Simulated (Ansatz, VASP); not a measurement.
Two plane-wave programs on K4Mg3MnF12

File INCAR:

```
SYSTEM = K4Mg3MnF12
PREC = Accurate ; ENCUT = 520
EDIFF = 1E-6 ; ISMEAR = 0
SIGMA = 0.05 ; LREAL = Auto
LASPH = .TRUE. ; NELM = 150
ALGO = Normal ; ISIF = 2
LWAVE = .FALSE. ; LCHARG = .TRUE.
ISPIN = 2 ; MAGMOM = 0 0 0 0 5 0 0 0 0 0 0 0 0 0 0 0 0 0 0 0
LORBIT = 11 ; LMAXMIX = 4
LDAU = .TRUE. ; LDAUTYPE = 2
LDAUL = -1 2 -1 -1 ; LDAUU = 0 3.5 0 0
LDAUJ = 0 0 0 0 ; LDAUPRINT = 1
GGA = PS ; LELF = .TRUE.
LVHAR = .TRUE. ; NBANDS = 90
```

The input KPOINTS:

```
regular mesh
0
G
  3 3 2
  0 0 0
```

Contents of POSCAR:

```
K4Mg3MnF12
1.0
    3.9897000000      3.9897000000      0.0000000000
   -3.9897000000      3.9897000000      0.0000000000
    0.0000000000      0.0000000000      7.9794000000
K Mn Mg F
4 1 3 12
Direct
    0.5000000000      0.0000000000      0.2525222559
    0.5000000000      0.0000000000      0.7474777441
    0.0000000000      0.5000000000      0.2525222559
    0.0000000000      0.5000000000      0.7474777441
    0.0000000000      0.0000000000      1.0000000000
    0.0000000000      0.0000000000      0.5000000000
    0.5000000000      0.5000000000      1.0000000000
    0.5000000000      0.5000000000      0.5000000000
    0.2579598194      0.7420401806      1.0000000000
    0.2504529799      0.7495470201      0.5000000000
    0.7420401806      0.2579598194      1.0000000000
    0.7495470201      0.2504529799      0.5000000000
    0.2579598194      0.2579598194      1.0000000000
    0.2504529799      0.2504529799      0.5000000000
    0.7420401806      0.7420401806      1.0000000000
    0.7495470201      0.7495470201      0.5000000000
    0.0000000000      0.0000000000      0.2589899289
    0.0000000000      0.0000000000      0.7410100711
    0.5000000000      0.5000000000      0.2516091629
    0.5000000000      0.5000000000      0.7483908371
```

Input for Ansatz:

```yaml
crystal:
  lattice:
    - [3.9897, 3.9897, 0.0]
    - [-3.9897, 3.9897, 0.0]
    - [0.0, 0.0, 7.9794]
  atoms:
    - { symbol: K, position: [0.5, 0.0, 0.2525222559] }
    - { symbol: K, position: [0.5, 0.0, 0.7474777441] }
    - { symbol: K, position: [0.0, 0.5, 0.2525222559] }
    - { symbol: K, position: [0.0, 0.5, 0.7474777441] }
    - { symbol: Mn, position: [0.0, 0.0, 1.0], spin: 5.0 }
    - { symbol: Mg, position: [0.0, 0.0, 0.5] }
    - { symbol: Mg, position: [0.5, 0.5, 1.0] }
    - { symbol: Mg, position: [0.5, 0.5, 0.5] }
    - { symbol: F, position: [0.2579598194, 0.7420401806, 1.0] }
    - { symbol: F, position: [0.2504529799, 0.7495470201, 0.5] }
    - { symbol: F, position: [0.7420401806, 0.2579598194, 1.0] }
    - { symbol: F, position: [0.7495470201, 0.2504529799, 0.5] }
    - { symbol: F, position: [0.2579598194, 0.2579598194, 1.0] }
    - { symbol: F, position: [0.2504529799, 0.2504529799, 0.5] }
    - { symbol: F, position: [0.7420401806, 0.7420401806, 1.0] }
    - { symbol: F, position: [0.7495470201, 0.7495470201, 0.5] }
    - { symbol: F, position: [0.0, 0.0, 0.2589899289] }
    - { symbol: F, position: [0.0, 0.0, 0.7410100711] }
    - { symbol: F, position: [0.5, 0.5, 0.2516091629] }
    - { symbol: F, position: [0.5, 0.5, 0.7483908371] }
basis:
  ecutwfc: 420
  ecutrho_ratio: 4
kpoints:
  mp_grid: { grid: [3, 3, 2] }
hamiltonian:
  xc: pbesol
  hubbard: { sites: [{ site: 4, l: d, u_eff: 3.5 }] }
scf:
  occupations: { method: gaussian, width: 0.05 }
  lower_state_search: "off"
  max_iter: 150
output:
  forces: true
  stress: true
  eigenvalues: true
  populations: true
  hubbard: { sites: [{ site: 4, l: d }] }
magnetization:
  spin_polarized: true
```

Alike in both runs: task single point; functional PBEsol; k mesh 3 × 3 × 2; occupations gaussian, width 0.05 eV; collinear spin; Hubbard terms Mn d U = 3.5 eV.

```csv
,VASP,Ansatz
version,VASP 6.6.1,Ansatz 0.2.0
potentials or method,"VASP PAW PBE potentials, release 64 (K_sv, Mn_pv, Mg, F), cutoff 520 eV","scalar-relativistic, plane waves, PAW"
valence electrons in the cell,139,165
```

Ansatz gave:

```
gap on the k mesh at the Fermi level (eV)                     : 4.35
least direct gap on the mesh (eV)                             : 4.35
pressure (GPa)                                                : 3.2
net moment per atom (μB)                                      : 0.25
size of the moment on the site where the two differ most (μB) : 4.15
```

**Question.** Which values does VASP return?

**Answer.** gap on the k mesh at the Fermi level (eV): 4.22; least direct gap on the mesh (eV): 4.22; pressure (GPa): 2.8; net moment per atom (μB): 0.25; size of the moment on the site where the two differ most (μB): 4.64.

VASP's potentials were made for PBE, not for PBEsol. Site moments also hang on the region over which each program counts them. The programs project onto different local orbitals, so the same U acts differently, and such runs can settle in different states. VASP's potentials hold 139 valence electrons a cell and Ansatz's 165, so a difference there can come from the potentials and not from the codes.
